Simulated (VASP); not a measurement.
# NaH (Pm-3m) in VASP: notebook, part 3 of 3

VASP 6.6.1. Earlier steps stand in the parts before.

### 4 Single point, PBE (volume changed by +6%)

The input, INCAR:

```
PREC = Accurate ; ENCUT = 520
EDIFF = 1E-6 ; ISMEAR = 0
SIGMA = 0.01 ; LREAL = F
LASPH = T ; NELM = 60
ALGO = Normal ; ISIF = 2
LWAVE = F ; LCHARG = F
GGA = PE ; NBANDS = 11
```

The input, KPOINTS:

```
regular mesh
0
Gamma
  8 8 8
```

The input, POSCAR:

```
NaH
1.0
    3.0231311118      0.0000000000      0.0000000000
    0.0000000000      3.0231311118      0.0000000000
    0.0000000000      0.0000000000      3.0231311118
Na H
1 1
Direct
    0.0000000000      0.0000000000      0.0000000000
    0.5000000000      0.5000000000      0.5000000000
```

Potentials or basis: VASP PAW PBE potentials, release 64 (Na_pv, H).

Launch:

```sh
> cat potpaw_PBE.64/Na_pv/POTCAR potpaw_PBE.64/H/POTCAR > POTCAR
> mpirun -np 1 vasp_std > vasp.out
```

OUTCAR:

```text
PREC = Accurate
   ENCUT = 520
   EDIFF = 1E-6
   ISMEAR = 0
   LREAL = F
   LASPH = T
   NELM = 60
   ISIF = 2
   GGA = PE

 ion  position               nearest neighbor table
   1  0.000  0.000  0.000-
   2  0.500  0.500  0.500-

  LATTYP: Found a simple cubic cell.
 ALAT       =     3.0231311118

  Lattice vectors:

 A1 = (   3.0231311118,   0.0000000000,   0.0000000000)
 A2 = (   0.0000000000,   3.0231311118,   0.0000000000)
 A3 = (   0.0000000000,   0.0000000000,   3.0231311118)

Analysis of symmetry for initial positions (statically):
=====================================================================
 Subroutine PRICEL returns:
 Original cell was already a primitive cell.

 Routine SETGRP: Setting up the symmetry group for a
 simple cubic supercell.

 Subroutine GETGRP returns: Found 48 space group operations
 (whereof 48 operations were pure point group operations)
 out of a pool of 48 trial point group operations.

The static configuration has the point symmetry O_h .

Analysis of symmetry for dynamics (positions and initial velocities):
=====================================================================
 Subroutine PRICEL returns:
 Original cell was already a primitive cell.

 Routine SETGRP: Setting up the symmetry group for a
 simple cubic supercell.

 Subroutine GETGRP returns: Found 48 space group operations
 (whereof 48 operations were pure point group operations)
 out of a pool of 48 trial point group operations.

The dynamic configuration has the point symmetry O_h .

 Subroutine INISYM returns: Found 48 space group operations
 (whereof 48 operations are pure point group operations),
 and found     1 'primitive' translations

----------------------------------------------------------------------------------------

                                     Primitive cell

  volume of cell :      27.6294

  direct lattice vectors                    reciprocal lattice vectors
     3.023131112  0.000000000  0.000000000     0.330782875  0.000000000  0.000000000
     0.000000000  3.023131112  0.000000000     0.000000000  0.330782875  0.000000000
     0.000000000  0.000000000  3.023131112     0.000000000  0.000000000  0.330782875

  length of vectors
     3.023131112  3.023131112  3.023131112     0.330782875  0.330782875  0.330782875

  position of ions in fractional coordinates (direct lattice)
     0.000000000  0.000000000  0.000000000
     0.500000000  0.500000000  0.500000000

  ion indices of the primitive-cell ions
   primitive index   ion index
                 1           1
                 2           2

----------------------------------------------------------------------------------------

 KPOINTS: regular mesh

Automatic generation of k-mesh.
 Grid dimensions read from file:
 generate k-points for:    8    8    8

 Generating k-lattice:

  Cartesian coordinates                     Fractional coordinates (reciprocal lattice)
     0.041347859  0.000000000  0.000000000     0.125000000  0.000000000  0.000000000
     0.000000000  0.041347859  0.000000000     0.000000000  0.125000000  0.000000000
     0.000000000  0.000000000  0.041347859     0.000000000  0.000000000  0.125000000

  Length of vectors
     0.041347859  0.041347859  0.041347859

  Shift w.r.t. Gamma in fractional coordinates (k-lattice)
     0.000000000  0.000000000  0.000000000

 Subroutine IBZKPT returns following result:
 ===========================================

 Found     35 irreducible k-points:

 Following reciprocal coordinates:
            Coordinates               Weight
  0.000000  0.000000  0.000000      1.000000
  0.125000  0.000000  0.000000      6.000000
  0.250000  0.000000  0.000000      6.000000
  0.375000  0.000000  0.000000      6.000000
  0.500000  0.000000  0.000000      3.000000
  0.125000  0.125000  0.000000     12.000000
[... 16 lines left out ...]
  0.375000  0.375000  0.125000     24.000000
  0.500000  0.375000  0.125000     24.000000
 [... further k-points ...]
   k-points           NKPTS =     35   k-points in BZ     NKDIM =     35   number of bands    NBANDS=     11
   number of dos      NEDOS =    301   number of ions     NIONS =      2
   total plane-waves  NPLWV =  13824
   dimension x,y,z NGX =    24 NGY =   24 NGZ =   24
   dimension x,y,z NGXF=    48 NGYF=   48 NGZF=   48
   ions per type =               1   1
   NGX,Y,Z   is equivalent  to a cutoff of  13.20, 13.20, 13.20 a.u.
   NGXF,Y,Z  is equivalent  to a cutoff of  26.40, 26.40, 26.40 a.u.
 SYSTEM =  unknown system
   PREC   = accura    normal or accurate (medium, high low for compatibility)
   ISTART =      0    job   : 0-new  1-cont  2-samecut
   ICHARG =      2    charge: 1-file 2-atom 10-const
   ISPIN  =      1    spin polarized calculation?
   LNONCOLLINEAR =      F non collinear calculations
   LSORBIT =      F    spin-orbit coupling
   LASPH  =      T    aspherical Exc in radial PAW
   ENCUT  =  520.0 eV  38.22 Ry    6.18 a.u.   5.62  5.62  5.62*2*pi/ulx,y,z
   NELM   =     60;   NELMIN=  2; NELMDL= -5     # of ELM steps
   EDIFF  = 0.1E-05   stopping-criterion for ELM
   LREAL  =      F    real-space projection
   EDIFFG = 0.1E-04   stopping-criterion for IOM
   NSW    =      0    number of steps for IOM
   IBRION =     -1    ionic relax: 0-MD 1-quasi-New 2-CG
   NFREE  =      0    steps in history (QN), initial steepest desc. (CG)
   ISIF   =      2    stress and relaxation
   ISYM   =      2    0-nonsym 1-usesym 2-fastsym
   POTIM  = 0.5000    time-step for ionic-motion
   TEBEG  =    0.0;   TEEND  =   0.0 temperature during run
   PSTRESS=    0.0 pullay stress
   NELECT =       8.0000    total number of electrons
   NUPDOWN=      -1.0000    fix difference up-down
   EMIN   =  10.00;   EMAX   =-10.00  energy-range for DOS
   EFERMI =   0.00;   METHOD = LEGACY
   ISMEAR =     0;   SIGMA  =   0.01  broadening in eV -4-tet -1-fermi 0-gaus
   EFERMI_NEDOS =   21; number of points for ismear=-14 and -15
   IALGO  =     38    algorithm
   IMIX   =      4    mixing-type and parameters
     AMIX     =   0.40;   BMIX     =  1.00
     AMIX_MAG =   1.60;   BMIX_MAG =  1.00
  volume/ion in A,a.u.               =      13.81        93.23
  Fermi-wavevector in a.u.,A,eV,Ry     =   1.083048  2.046665 15.959548  1.172994
  Thomas-Fermi vector in A             =   2.219105
   LORBIT       =      0    0 simple, 1 ext, 2 COOP (PROOUT), +10 PAW based schemes
   GGA     = PE    functional components
   LHFCALC =     F    Hartree Fock is set to
   AEXX    =    0.0000 exact exchange contribution
   IVDW    =     0    specifies the selected vdW correction
   LEPSILON=     F    determine dielectric tensor
   LRPA    =     F    only Hartree local field effects (RPA)
 non-spin polarized calculation
 Gauss-broadening in eV      SIGMA  =   0.01
  energy-cutoff  :      520.00
  volume of cell :       27.63
 maximum number of plane-waves:       768
 NGX is ok and might be reduce to    24
   NGX = 11   NGY = 11   NGZ = 11

 number of electron       7.9999981 magnetization

 Free energy of the ion-electron system (eV)
  ---------------------------------------------------
  ext. energy  EPLUGINS =         0.00000000
  ---------------------------------------------------
  free energy    TOTEN  =        -4.76623323 eV

  energy without entropy =       -4.76623323  energy(sigma->0) =       -4.76623323

 E-fermi :   1.0067     XC(G=0):  -7.9249

 val. band max:        0.9522519982   @ k =   0.5000   0.5000   0.5000
 cond. band min:       1.9850404370   @ k =   0.5000   0.0000   0.0000
 fundamental gap:      1.0327884388
 Fermi energy:         1.0066968865

 k-point     1 :       0.0000    0.0000    0.0000
  band No.  band energies     occupation
      1     -23.5908      2.00000
      2     -23.5908      2.00000
      3     -23.5908      2.00000
      4      -4.6444      2.00000
      5       9.0616      0.00000
      6      11.6496      0.00000
      7      11.6496      0.00000
      8      12.9856      0.00000
      9      12.9856      0.00000
     10      12.9856      0.00000
     11      25.7025      0.00000
[... 309 lines left out ...]
 k-point    24 :       0.5000    0.3750    0.1250
  band No.  band energies     occupation
      1     -23.7115      2.00000
      2     -23.6891      2.00000
      3     -23.5869      2.00000
      4      -0.8061      2.00000
      5       4.4267      0.00000
      6       6.1014      0.00000
      7       8.9834      0.00000
      8      12.6433      0.00000
      9      15.9908      0.00000
     10      17.1122      0.00000
     11      21.1569      0.00000

 [... further k-points ...]
[... 5 lines left out ...]
  --------------------------------------------------------------------------------------
  -------------------------------------------------------------------------------------
  Total       -0.2251726     -0.2251726     -0.2251726      0.0000000     -0.0000000     -0.0000000
  in kB      -13.0573526    -13.0573526    -13.0573526      0.0000000     -0.0000000     -0.0000000
  external PRESSURE =     -13.0573526 kB  Pullay stress =       0.0000000 kB

 VOLUME and BASIS-vectors are now :
 -----------------------------------------------------------------------------
  energy-cutoff  :      520.00
  volume of cell :       27.63
      direct lattice vectors                 reciprocal lattice vectors
     3.023131112  0.000000000  0.000000000     0.330782875  0.000000000  0.000000000
     0.000000000  3.023131112  0.000000000     0.000000000  0.330782875  0.000000000
     0.000000000  0.000000000  3.023131112     0.000000000  0.000000000  0.330782875

 POSITION                                       TOTAL-FORCE (eV/Angst)
 -----------------------------------------------------------------------------------
      0.00000      0.00000      0.00000         0.000000      0.000000      0.000000
      1.51157      1.51157      1.51157         0.000000      0.000000      0.000000
 -----------------------------------------------------------------------------------
    total drift:                                0.000000      0.000000      0.000000

  FREE ENERGIE OF THE ION-ELECTRON SYSTEM (eV)
  ---------------------------------------------------
  free  energy   TOTEN  =        -4.7662332332 eV

  energy  without entropy=       -4.7662332332  energy(sigma->0) =       -4.76623323
```

OSZICAR:

```text
N       E                     dE             d eps       ncg     rms          rms(c)
DAV:   1     0.389758405418E+02    0.38976E+02   -0.45085E+03   773   0.723E+02
DAV:   2    -0.386591078143E+01   -0.42842E+02   -0.41724E+02   791   0.199E+02
DAV:   3    -0.521636718188E+01   -0.13505E+01   -0.13489E+01   916   0.340E+01
DAV:   4    -0.522451005496E+01   -0.81429E-02   -0.81422E-02   893   0.264E+00
DAV:   5    -0.522458629320E+01   -0.76238E-04   -0.76237E-04   863   0.259E-01    0.306E+00
DAV:   6    -0.487049101030E+01    0.35410E+00   -0.36629E-01   855   0.304E+00    0.142E+00
DAV:   7    -0.476350232287E+01    0.10699E+00   -0.38338E-01   836   0.236E+00    0.383E-01
DAV:   8    -0.476652943273E+01   -0.30271E-02   -0.10207E-02   839   0.103E+00    0.749E-02
DAV:   9    -0.476625198513E+01    0.27745E-03   -0.18085E-03   893   0.413E-01    0.262E-02
DAV:  10    -0.476623202040E+01    0.19965E-04   -0.10186E-04   858   0.573E-02    0.301E-03
DAV:  11    -0.476623313633E+01   -0.11159E-05   -0.17733E-06   857   0.872E-03    0.215E-03
DAV:  12    -0.476623323316E+01   -0.96835E-07   -0.14660E-07   635   0.266E-03
   1 F= -.47662332E+01 E0= -.47662332E+01  d E =-.147434E-17
```

stdout:

```text
POSCAR found type information on POSCAR NaH
 POSCAR found :  2 types and       2 ions
 scaLAPACK will be used
 LDA part: xc-table for (Slater+PW92), standard interpolation
 POSCAR, INCAR and KPOINTS ok, starting setup
 FFT: planning ... GRIDC
 FFT: planning ... GRID_SOFT
 FFT: planning ... GRID
 WAVECAR not read
 entering main loop
```

It took 2.8 s on 1 thread of Intel Xeon 6975P-C (Granite Rapids), shared host; peak memory 0.13 GiB.

Results:

```yaml
Free_energy: -4.7662 eV
Pressure: -1.3 GPa
Band_gap_on_the_k_mesh: 1.03 eV, indirect (least direct gap 4.24 eV)
```

Levels at points of the mesh, in eV from the valence-band top:
```csv
k point,band 1,band 2,band 3,band 4,band 5,band 6,band 7,band 8
"(0.00, 0.00, 0.00)",-24.54,-24.54,-24.54,-5.60,8.11,10.70,10.70,12.03
"(0.50, 0.00, 0.00)",-24.69,-24.53,-24.53,-3.21,1.03,10.34,13.79,14.09
"(0.50, 0.50, 0.00)",-24.66,-24.66,-24.52,-1.60,4.17,4.17,6.49,14.14
"(0.50, 0.50, 0.50)",-24.64,-24.64,-24.64,0.00,6.81,6.81,6.81,8.75
```

### 5 The runs side by side

| cell | gap on the mesh (eV) | pressure (GPa) |
| --- | --- | --- |
| a = 2.935 Å, 2 atoms | 1.03 | 0.7 |
| a = 2.994 Å, 2 atoms | 1.03 | -0.7 |
| a = 3.023 Å, 2 atoms | 1.03 | -1.3 |

Alike in all rows: task single point; level PBE; potentials or basis VASP PAW PBE potentials, release 64 (Na_pv, H); no spin polarisation; k mesh 8 × 8 × 8; cutoff (eV) 520; smearing gaussian 0.01 eV.

Absolute energies hang on the potentials; compare differences alone.
